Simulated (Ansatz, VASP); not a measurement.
**MgO: VASP beside Ansatz**

```
Mg O
1.0
     0.00000    2.10217    2.08115
     2.10217    0.00000    2.08115
     2.10217    2.10217    0.00000
Mg O
1 1
Direct
  0.00000 0.00000 0.00000
  0.50000 0.50000 0.50000
```

Change from the starting cell: uniaxial_z strain -1.0%.

Alike in both runs: task single point; functional r2SCAN; k mesh 10 × 10 × 10; no spin polarisation.

```csv
,VASP,Ansatz
version,VASP 6.6.1,Ansatz 0.2.0
potentials or method,"VASP PAW PBE potentials, release 64 (Mg, O)","plane waves, PAW"
plane-wave cutoff (eV),520,500
occupations,"gaussian, width 0.01 eV",fixed
valence electrons in the cell,8,16
```

```csv
,VASP,Ansatz,Ansatz less VASP
gap on the k mesh at the Fermi level (eV),5.75,5.78,+0.025
pressure (GPa),0.6,1.8,+1.15
"traceless stress, the component that is largest in VASP (GPa)",1.56,1.56,+0.002
```

VASP's potentials were made for PBE, not for r2SCAN. VASP's potentials hold 8 valence electrons a cell and Ansatz's 16, so a difference there can come from the potentials and not from the codes.
